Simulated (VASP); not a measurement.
Al2Au:

```xyz
3
Lattice="0.0000 3.0023 3.0023 3.0023 0.0000 3.0023 3.0023 3.0023 0.0000" Properties=species:S:1:pos:R:3 pbc="T T T"
Al    1.5012    1.5012    1.5012
Al    4.5035    4.5035    4.5035
Au    0.0000    0.0000    0.0000
```

| Quantity | Value |
| --- | --- |
| Program | VASP 6.6.1 |
| Task | relaxation of cell and atoms |
| Functional | PBE |
| Potentials or basis | VASP PAW PBE potentials, release 64 (Al, Au) |
| Cutoff | 600 eV |
| k mesh | 12 × 12 × 12 |
| Occupations | gaussian, width 0.1 eV |
| Spin | no spin polarisation |

At the start: pressure 2.9 GPa; volume 18.04 Å³/atom.

Problem. How do energy, volume and symmetry change on relaxing?

Solution. Over 3 steps the energy falls by 4.2 meV/atom and the volume is 18.52 Å³/atom (+2.6 %); space group Fm-3m (No. 225, to 0.05 Å).

The path:
```
step  energy change (eV)  largest force (eV/Å)  pressure (GPa)  volume (Å³)
   1              0.0000                0.0000            2.91        54.13
   2             -0.0047                0.0000           -2.14        56.74
   3             -0.0126                0.0000            0.01        55.56
```

Final structure:
```yaml
crystal:
  lattice:
    - [0.00000, 3.02859, 3.02859]
    - [3.02859, 0.00000, 3.02859]
    - [3.02859, 3.02859, 0.00000]
  atoms:
    - { symbol: Al, position: [0.25000, 0.25000, 0.25000] }
    - { symbol: Al, position: [0.75000, 0.75000, 0.75000] }
    - { symbol: Au, position: [0.00000, 0.00000, 0.00000] }
```
